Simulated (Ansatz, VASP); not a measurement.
# GaSb: VASP beside Ansatz

Contents of INCAR:

```
  ALGO = Normal
  EDIFF = 1E-6
  ENCUT = 520
  GGA = PE
  ISIF = 2
  ISMEAR = 0
  LASPH = T
  LCHARG = F
  LREAL = F
  LWAVE = F
  NBANDS = 16
  NELM = 60
  PREC = Accurate
  SIGMA = 0.15
```

File KPOINTS:

```
k-points
0
Gamma
  16 16 16
```

Contents of POSCAR:

```
GaSb
1.0
   -1.6833692912      2.8586566360      2.4505063734
    1.6833692912     -2.8586566360      2.4505063734
    1.6833692912      2.8586566360     -2.4505063734
Ga Sb
1 1
Direct
    0.0000000000      0.0000000000      0.0000000000
    0.5000000000      0.5000000000      0.0000000000
```

Input for Ansatz:

```yaml
crystal:
  lattice:
    - [-1.6833692912, 2.858656636, 2.4505063734]
    - [1.6833692912, -2.858656636, 2.4505063734]
    - [1.6833692912, 2.858656636, -2.4505063734]
  atoms:
    - { symbol: Ga, position: [0.0, 0.0, 0.0] }
    - { symbol: Sb, position: [0.5, 0.5, 0.0] }
basis:
  ecutwfc: 420
kpoints:
  mp_grid: { grid: [16, 16, 16] }
hamiltonian:
  xc: pbe
  pseudopotentials: { kind: paw, azcp: { folder: soft_1 } }
scf:
  occupations: { method: gaussian, width: 0.15 }
output:
  forces: true
  stress: true
  eigenvalues: true
```

Change from the starting cell: strain +e along x and -e along y -0.0267, strain +e along z and -e/2 along x and y -0.1500.

Alike in both runs: task single point; functional PBE; k mesh 16 × 16 × 16; occupations gaussian, width 0.15 eV; no spin polarisation.

|  | VASP | Ansatz |
| --- | --- | --- |
| version | VASP 6.6.1 | Ansatz 0.2.0 |
| potentials or method | VASP PAW PBE potentials, release 64 (Ga_d, Sb), cutoff 520 eV | scalar-relativistic, plane waves, PAW |
| valence electrons in the cell | 18 | 28 |

```csv
,VASP,Ansatz,Ansatz less VASP
gap on the k mesh at the Fermi level (eV),none,none,-
pressure (GPa),9.6,9.6,-0.05
"traceless stress, the component that is largest in VASP (GPa)",28.55,28.39,-0.154
```

A gap of «none» marks a metal or a gap that the smearing closes. VASP's potentials hold 18 valence electrons a cell and Ansatz's 28, so a difference there can come from the potentials and not from the codes.

Neither program's run includes spin-orbit coupling.
